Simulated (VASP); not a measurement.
Wanted: the native input for a VASP 6.6.1 run.

```
Task                   : relaxation of cell and atoms
Functional             : PBE
Potentials or basis    : VASP PAW PBE potentials, release 64 (Os)
Cutoff                 : 600 eV
k mesh                 : 24 × 24 × 22
Occupations            : gaussian, width 0.1 eV
Spin                   : no spin polarisation
Dipole correction      : no
Further INCAR settings : ALGO = Fast; EDIFF = 1e-06; IBRION = 2; EDIFFG = -0.01; NSW = 100; ISIF = 3
```

The structure of Os lies in POSCAR:

```
Os
1.0
    2.6725488254      0.0000000000      0.0000000000
   -1.3362744127      2.3144951756      0.0000000000
    0.0000000000      0.0000000000      2.5464346571
Os
1
Direct
    0.0000000000      0.0000000000      0.0000000000
```

This isn't the form of Os at room conditions, which is hcp.

These files were run (other wordings do the same):

INCAR

```
SYSTEM = Os
  PREC = Accurate
  ENCUT = 600
  EDIFF = 1E-6
  ISMEAR = 0
  SIGMA = 0.1
  LREAL = .False.
  LASPH = .True.
  NELM = 60
  ALGO = Fast
  ISIF = 3
  LWAVE = .False.
  LCHARG = .False.
  GGA = PE
  IBRION = 2
  NSW = 100
  EDIFFG = -0.01
```

KPOINTS

```
Automatic mesh
0
Gamma
  24 24 22
  0 0 0
```

Potentials or basis: VASP PAW PBE potentials, release 64 (Os).

Launch:

```bash
$ cat potpaw_PBE.64/Os/POTCAR > POTCAR
$ mpirun -np 1 vasp_std > vasp.out
```

Results of the run:

```json
{
 "Relaxed volume": "15.78 Å³/atom",
 "Relaxed cell": "a = 2.665 Å, b = 2.665 Å, c = 2.565 Å, α = 90.00°, β = 90.00°, γ = 120.00°",
 "Space group after relaxing (to 0.1 Å)": "P6/mmm (No. 191)",
 "Energy gained by relaxing": "0.9 meV/atom",
 "Ionic steps": "5",
 "Pressure after relaxing": "0.0 GPa",
 "Band gap on the k mesh": "zero (bands 4 and 5 overlap by 4.89 eV)"
}
```

Caveat: spin-orbit coupling is left out, which moves the levels of the heavy elements.

It took 83 s on 1 thread of Intel(R) Xeon(R) 6975P-C (Granite Rapids) (shared host), peak memory 0.26 GiB.
